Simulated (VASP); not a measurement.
Set up this calculation in VASP 6.6.1, as the native input.

* Task: single point
* Functional: PBEsol
* Potentials or basis: VASP PAW PBE potentials, release 64 (Ti_sv)
* Cutoff: 550 eV
* k mesh: 10 × 10 × 10
* Occupations: gaussian, width 0.15 eV
* Spin: no spin polarisation
* Dipole correction: no
* Second try: not_converged
* Further INCAR settings: ALGO = All; EDIFF = 1e-06; NBANDS = 58

The structure of Ti lies in POSCAR:

```
Ti
1.0
    3.2820000000      3.2820000000     -3.2820000000
   -3.2820000000     -3.2820000000     -3.2820000000
   -3.2820000000      3.2820000000      3.2820000000
Ti
8
Direct
    0.0000000000      0.5000000000      0.0000000000
    0.5000000000      0.5000000000      0.0000000000
    0.0000000000      0.5000000000      0.5000000000
    0.5000000000      0.5000000000      0.5000000000
    0.0000000000      0.0000000000      0.0000000000
    0.5000000000      0.0000000000      0.0000000000
    0.0000000000      0.0000000000      0.5000000000
    0.5000000000      0.0000000000      0.5000000000
```

This isn't the form of Ti at room conditions, which is hcp.

One way to write it, as run:

INCAR

```
PREC = Accurate ; ENCUT = 550
EDIFF = 1E-6 ; ISMEAR = 0
SIGMA = 0.15 ; LREAL = F
LASPH = T ; NELM = 300
ALGO = All ; ISIF = 2
LWAVE = F ; LCHARG = F
GGA = PS ; NBANDS = 58
GGA_COMPAT = F ; ISEARCH = 1
KPAR = 4
```

KPOINTS

```
regular mesh
0
Gamma
  10 10 10
```

Potentials or basis: VASP PAW PBE potentials, release 64 (Ti_sv).

Command:

```bash
$ cat potpaw_PBE.64/Ti_sv/POTCAR > POTCAR
$ mpirun -np 4 vasp_std > vasp.out
```

Results of the run:

```json
{"Pressure": "-6.8 GPa", "Band gap on the k mesh": "zero (bands 48 and 49 overlap by 1.15 eV)"}
```

Caveat: the cell stands under tension; the PAW data sets were made with another functional, which shifts forces and pressure a little.

It took 4.7 min on 4 MPI ranks on Intel(R) Xeon(R) Platinum 8259CL CPU @ 2.50GHz (Skylake/Cascade Lake) (shared host), peak memory 0.84 GiB a rank.
